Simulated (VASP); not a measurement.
Set up this calculation in VASP 6.6.1, as the native input.

| Quantity | Value |
| --- | --- |
| Task | single point |
| Functional | PBE |
| Dispersion | D3(BJ) |
| Potentials or basis | VASP PAW PBE potentials, release 64 (Sc_sv) |
| Cutoff | 520 eV |
| k mesh | 10 × 10 × 10 |
| Occupations | methfessel-paxton, width 0.2 eV |
| Spin | no spin polarisation |
| Dipole correction | no |
| Further INCAR settings | ALGO = Normal; EDIFF = 1e-06; NBANDS = 12 |

The structure of Sc lies in POSCAR:

```
Sc
1.0
    3.2087216035      0.0549248694      0.0136893880
    1.5540660425      2.8079136516      0.0188923992
    1.5795886023      0.9445490467      2.6320281782
Sc
1
Direct
    0.0000000000      0.0000000000      0.0000000000
```

This isn't the form of Sc at room conditions, which is hcp.

One way to write it, as run:

INCAR

```
SYSTEM = Sc
PREC = Accurate
ENCUT = 520
EDIFF = 1E-6
ISMEAR = 1
SIGMA = 0.2
LREAL = .FALSE.
LASPH = .TRUE.
NELM = 60
ALGO = Normal
ISIF = 2
LWAVE = .FALSE.
LCHARG = .FALSE.
GGA = PE
IVDW = 12
NBANDS = 12
```

KPOINTS

```
Automatic mesh
0
G
  10 10 10
  0 0 0
```

Potentials or basis: VASP PAW PBE potentials, release 64 (Sc_sv).

Run with:

```bash
$ cat potpaw_PBE.64/Sc_sv/POTCAR > POTCAR
$ mpirun -np 1 vasp_std > vasp.out
```

Results of the run:

| Quantity | Value |
| --- | --- |
| Pressure | 0.0 GPa |
| Band gap on the k mesh | zero (an odd number of electrons rules out a gap without spin polarisation) |
| Dispersion energy per atom | -0.409 eV |

Wall time 2.6 min on 1 thread of Oxide Virtual Turin-like Processor, with other jobs on the host, peak memory 0.22 GiB.
